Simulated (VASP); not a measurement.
Input of a VASP 6.6.1 run:

The input INCAR:

```
SYSTEM = Ta2O5
ALGO = Normal
EDIFF = 1E-6
ENCUT = 520
GGA = PS
ISIF = 2
ISMEAR = 0
LASPH = .True.
LCHARG = .False.
LREAL = .False.
LWAVE = .False.
NBANDS = 65
NELM = 80
PREC = Accurate
SIGMA = 0.03
```

KPOINTS

```
k-points
0
Gamma
  9 9 3
  0 0 0
```

The input POSCAR:

```
Ta2O5
1.0
   -3.6699850995      0.0000000000      0.0000000000
    0.0000000000     -3.8590866788      0.0000000000
    0.0000000000      0.0000000000     15.8669648015
Ta O
4 10
Direct
    0.5000000000      0.0000000000      0.0363295709
    0.5000000000      0.0000000000      0.4417935321
    0.0000000000      0.0000000000      0.6445255127
    0.0000000000      0.0000000000      0.2390615515
    0.5000000000      0.5000000000      0.0363295709
    0.5000000000      0.5000000000      0.4417935321
    0.0000000000      0.0000000000      0.1090090010
    0.0000000000      0.0000000000      0.5144729622
    0.0000000000      0.5000000000      0.6445255127
    0.0000000000      0.5000000000      0.2390615515
    0.5000000000      0.0000000000      0.6445255127
    0.5000000000      0.0000000000      0.2390615515
    0.0000000000      0.0000000000      0.7745780633
    0.0000000000      0.0000000000      0.3691141021
```

Potentials or basis: VASP PAW PBE potentials, release 64 (Ta_pv, O).

Command:

```console
$ cat potpaw_PBE.64/Ta_pv/POTCAR potpaw_PBE.64/O/POTCAR > POTCAR
$ mpirun -np 1 vasp_std > vasp.out
```

Problem. What does it give for the largest force?

Solution. 4.191 eV/Å.

Problem. What does it give for the pressure?

Solution. 0.8 GPa.

Stress tensor (GPa, compression positive):
```
 7.08  0.00  0.00
 0.00  2.12  0.00
 0.00  0.00 -6.69
```

Caveat: the cell differs from its parent crystal (the distance across one plane changed); the PAW data sets were made with another functional, which shifts forces and pressure a little.
